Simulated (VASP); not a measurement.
# HgTe (P1) in VASP: single point with PBE

Aim: the single point of HgTe with PBE.

Everything below comes from runs of VASP 6.6.1. Logs are shortened: lines on timing, memory, paths and dates and some standing lists are left out, and cuts for length are marked.

## Step 1: The cell of the first run

The typed cell holds 2 atoms: a = 4.702 Å, b = 4.702 Å, c = 4.702 Å, α = 60.00°, β = 60.00°, γ = 60.00°.

## Step 2: Single point, PBE (atoms moved at random)

The input, INCAR:

```
  ALGO = Normal
  EDIFF = 1E-6
  ENCUT = 500
  GGA = PE
  GGA_COMPAT = F
  ISIF = 2
  ISMEAR = 0
  LASPH = T
  LCHARG = F
  LREAL = F
  LWAVE = F
  NBANDS = 16
  NELM = 120
  PREC = Accurate
  SIGMA = 0.15
```

The input, KPOINTS:

```
k-points
0
Gamma
  10 10 10
```

The input, POSCAR:

```
HgTe
1.0
    0.0000000000      3.3247980880      3.3247980880
    3.3247980880      0.0000000000      3.3247980880
    3.3247980880      3.3247980880      0.0000000000
Hg Te
1 1
Direct
   -0.0141422191      0.0082082124      0.0162985596
    0.7641422191      0.7417917876      0.7337014404
```

Potentials or basis: VASP PAW PBE potentials, release 64 (Hg, Te).

On the command line:

```
cat potpaw_PBE.64/Hg/POTCAR potpaw_PBE.64/Te/POTCAR > POTCAR
mpirun -np 1 vasp_std > vasp.out
```

OUTCAR:

```text
EDIFF = 1E-6
   ENCUT = 500
   GGA = PE
   ISIF = 2
   ISMEAR = 0
   LASPH = T
   LREAL = F
   NELM = 120
   PREC = Accurate

 ion  position               nearest neighbor table
   1  0.986  0.008  0.016-   2 2.76   2 2.82   2 2.96   2 2.99
   2  0.764  0.742  0.734-   1 2.76   1 2.82   1 2.96   1 2.99

  LATTYP: Found a face centered cubic cell.
 ALAT       =     6.6495961760

  Lattice vectors:

 A1 = (   0.0000000000,   3.3247980880,   3.3247980880)
 A2 = (   3.3247980880,   0.0000000000,   3.3247980880)
 A3 = (   3.3247980880,   3.3247980880,   0.0000000000)

Analysis of symmetry for initial positions (statically):
=====================================================================
 Subroutine PRICEL returns:
 Original cell was already a primitive cell.

 Routine SETGRP: Setting up the symmetry group for a
 face centered cubic supercell.

 Subroutine GETGRP returns: Found  1 space group operations
 (whereof  1 operations were pure point group operations)
 out of a pool of 48 trial point group operations.

The static configuration has the point symmetry C_1 .

Analysis of symmetry for dynamics (positions and initial velocities):
=====================================================================
 Subroutine PRICEL returns:
 Original cell was already a primitive cell.

 Routine SETGRP: Setting up the symmetry group for a
 face centered cubic supercell.

 Subroutine GETGRP returns: Found  1 space group operations
 (whereof  1 operations were pure point group operations)
 out of a pool of 48 trial point group operations.

The dynamic configuration has the point symmetry C_1 .

 Subroutine INISYM returns: Found  1 space group operations
 (whereof  1 operations are pure point group operations),
 and found     1 'primitive' translations

----------------------------------------------------------------------------------------

                                     Primitive cell

  volume of cell :      73.5065

  direct lattice vectors                    reciprocal lattice vectors
     0.000000000  3.324798088  3.324798088    -0.150385072  0.150385072  0.150385072
     3.324798088  0.000000000  3.324798088     0.150385072 -0.150385072  0.150385072
     3.324798088  3.324798088  0.000000000     0.150385072  0.150385072 -0.150385072

  length of vectors
     4.701974548  4.701974548  4.701974548     0.260474585  0.260474585  0.260474585

[... 73 lines left out ...]
   ICHARG =      2    charge: 1-file 2-atom 10-const
   ISPIN  =      1    spin polarized calculation?
   LNONCOLLINEAR =      F non collinear calculations
   LSORBIT =      F    spin-orbit coupling
   LASPH  =      T    aspherical Exc in radial PAW
   ENCUT  =  500.0 eV  36.75 Ry    6.06 a.u.   8.57  8.57  8.57*2*pi/ulx,y,z
   NELM   =    120;   NELMIN=  2; NELMDL= -5     # of ELM steps
   EDIFF  = 0.1E-05   stopping-criterion for ELM
   LREAL  =      F    real-space projection
   EDIFFG = 0.1E-04   stopping-criterion for IOM
   NSW    =      0    number of steps for IOM
   IBRION =     -1    ionic relax: 0-MD 1-quasi-New 2-CG
   NFREE  =      0    steps in history (QN), initial steepest desc. (CG)
   ISIF   =      2    stress and relaxation
   ISYM   =      2    0-nonsym 1-usesym 2-fastsym
   POTIM  = 0.5000    time-step for ionic-motion
   TEBEG  =    0.0;   TEEND  =   0.0 temperature during run
   PSTRESS=    0.0 pullay stress
   NELECT =      18.0000    total number of electrons
   NUPDOWN=      -1.0000    fix difference up-down
   EMIN   =  10.00;   EMAX   =-10.00  energy-range for DOS
   EFERMI =   0.00;   METHOD = LEGACY
   ISMEAR =     0;   SIGMA  =   0.15  broadening in eV -4-tet -1-fermi 0-gaus
   EFERMI_NEDOS =   21; number of points for ismear=-14 and -15
   IALGO  =     38    algorithm
   IMIX   =      4    mixing-type and parameters
     AMIX     =   0.40;   BMIX     =  1.00
     AMIX_MAG =   1.60;   BMIX_MAG =  1.00
  volume/ion in A,a.u.               =      36.75       248.02
  Fermi-wavevector in a.u.,A,eV,Ry     =   1.024213  1.935482 14.272685  1.049013
  Thomas-Fermi vector in A             =   2.157988
   LORBIT       =      0    0 simple, 1 ext, 2 COOP (PROOUT), +10 PAW based schemes
   GGA     = PE    functional components
   LHFCALC =     F    Hartree Fock is set to
   AEXX    =    0.0000 exact exchange contribution
   IVDW    =     0    specifies the selected vdW correction
   LEPSILON=     F    determine dielectric tensor
   LRPA    =     F    only Hartree local field effects (RPA)
 non-spin polarized calculation
 Gauss-broadening in eV      SIGMA  =   0.15
  energy-cutoff  :      500.00
  volume of cell :       73.51
 maximum number of plane-waves:      1892
 NGX is ok and might be reduce to    36
   NGX = 17   NGY = 17   NGZ = 17

 number of electron      18.0000000 magnetization

 Free energy of the ion-electron system (eV)
  ---------------------------------------------------
  ext. energy  EPLUGINS =         0.00000000
  ---------------------------------------------------
  free energy    TOTEN  =        -3.61180862 eV

  energy without entropy =       -3.61141855  energy(sigma->0) =       -3.61161358

 E-fermi :   2.3719     XC(G=0):  -8.3598

 val. band max:        2.3008699050   @ k =   0.0000   0.0000   0.0000
 cond. band min:       2.6790470103   @ k =   0.1000   0.0000   0.0000
 fundamental gap:      0.3781771053
 Fermi energy:         2.3718994308

 k-point     1 :       0.0000    0.0000    0.0000
  band No.  band energies     occupation
      1      -9.2084      2.00000
      2      -4.8090      2.00000
      3      -4.6915      2.00000
      4      -4.5695      2.00000
      5      -4.2596      2.00000
      6      -4.2354      2.00000
[... 433 lines left out ...]
      3      -4.6666      2.00000
      4      -4.5550      2.00000
      5      -4.2646      2.00000
      6      -4.2323      2.00000
[... 8 lines left out ...]
     15      10.4087      0.00000
     16      11.6362      0.00000

 [... further k-points ...]
[... 5 lines left out ...]
  --------------------------------------------------------------------------------------
  -------------------------------------------------------------------------------------
  Total        0.1202896      0.2464545      0.2388200      0.1956223     -0.6046204     -0.1562987
  in kB        2.6218810      5.3718207      5.2054161      4.2638613    -13.1785469     -3.4067482
  external PRESSURE =       4.3997059 kB  Pullay stress =       0.0000000 kB

 VOLUME and BASIS-vectors are now :
 -----------------------------------------------------------------------------
  energy-cutoff  :      500.00
  volume of cell :       73.51
      direct lattice vectors                 reciprocal lattice vectors
     0.000000000  3.324798088  3.324798088    -0.150385072  0.150385072  0.150385072
     3.324798088  0.000000000  3.324798088     0.150385072 -0.150385072  0.150385072
     3.324798088  3.324798088  0.000000000     0.150385072  0.150385072 -0.150385072

 POSITION                                       TOTAL-FORCE (eV/Angst)
 -----------------------------------------------------------------------------------
      0.08148      3.33197      3.30507        -0.451135     -0.118332      0.151292
      4.90572      4.98003      5.00693         0.451135      0.118332     -0.151292
 -----------------------------------------------------------------------------------
    total drift:                                0.000188      0.000044     -0.000092

  FREE ENERGIE OF THE ION-ELECTRON SYSTEM (eV)
  ---------------------------------------------------
  free  energy   TOTEN  =        -3.6118086243 eV

  energy  without entropy=       -3.6114185453  energy(sigma->0) =       -3.61161358
```

OSZICAR:

```text
N       E                     dE             d eps       ncg     rms          rms(c)
DAV:   1     0.101934831111E+03    0.10193E+03   -0.77430E+03 16176   0.932E+02
DAV:   2    -0.175347527101E+00   -0.10211E+03   -0.95502E+02 18824   0.221E+02
DAV:   3    -0.378815432324E+01   -0.36128E+01   -0.36030E+01 19848   0.431E+01
DAV:   4    -0.382342301634E+01   -0.35269E-01   -0.35267E-01 24280   0.381E+00
DAV:   5    -0.382353153025E+01   -0.10851E-03   -0.10851E-03 21264   0.190E-01    0.650E+00
DAV:   6    -0.361900924744E+01    0.20452E+00   -0.40144E-01 19176   0.806E+00    0.528E+00
DAV:   7    -0.361229025061E+01    0.67190E-02   -0.91291E-02 19040   0.199E+00    0.208E+00
DAV:   8    -0.361174183575E+01    0.54841E-03   -0.89672E-03 18544   0.105E+00    0.468E-01
DAV:   9    -0.361176312729E+01   -0.21292E-04   -0.78012E-04 20872   0.304E-01    0.961E-02
DAV:  10    -0.361179394730E+01   -0.30820E-04   -0.94260E-05 19720   0.844E-02    0.487E-02
DAV:  11    -0.361180927775E+01   -0.15330E-04   -0.28027E-05 20032   0.350E-02    0.210E-02
DAV:  12    -0.361180862427E+01    0.65349E-06   -0.31787E-06 18784   0.111E-02
   1 F= -.36118086E+01 E0= -.36116136E+01  d E =-.390079E-03
```

Wall time 16 min (1 thread of Oxide Virtual Turin-like, shared host); peak memory 0.63 GiB.

What came out:

```yaml
Free_energy: -3.6118 eV
Pressure: 0.4 GPa
Largest_force: 0.490 eV/Å
Band_gap_on_the_k_mesh: 0.01 eV
```

Forces in eV/Å, atoms in the order of the input:
```
Hg  -0.451 -0.118  0.151
Te   0.451  0.118 -0.151
```

Stress tensor (GPa, compression positive):
```
 0.26  0.43 -0.34
 0.43  0.54 -1.32
-0.34 -1.32  0.52
```

Levels at points of the mesh, in eV from the valence-band top:
```tsv
k point	band 6	band 7	band 8	band 9	band 10	band 11	band 12	band 13
(0.00, 0.00, 0.00)	-6.52	-0.99	-0.17	0.00	0.01	4.27	4.31	4.50
(0.50, 0.00, 0.00)	-6.23	-4.74	-0.98	-0.67	0.46	4.68	5.29	6.63
(0.00, 0.50, 0.00)	-6.31	-5.14	-1.10	-0.71	0.82	4.76	5.47	6.82
(0.00, 0.00, 0.50)	-6.36	-5.26	-1.09	-0.81	0.93	4.90	5.42	6.90
(0.50, 0.50, 0.50)	-6.24	-4.81	-1.02	-0.66	0.53	4.66	5.36	6.66
(0.50, 0.50, 0.00)	-6.18	-5.04	-1.97	-1.93	1.86	2.64	7.87	8.42
(0.00, 0.50, 0.50)	-6.17	-4.99	-2.00	-1.94	1.75	2.77	7.87	8.26
(0.50, 0.00, 0.50)	-6.18	-5.04	-1.98	-1.93	1.87	2.63	7.87	8.45
```

Caveat: the cell differs from its parent crystal (atoms moved at random); the smearing spreads over this small gap; spin-orbit coupling is left out, which moves the levels of the heavy elements.

The gap in the log of VASP goes by the Fermi energy; the results here count the filled bands.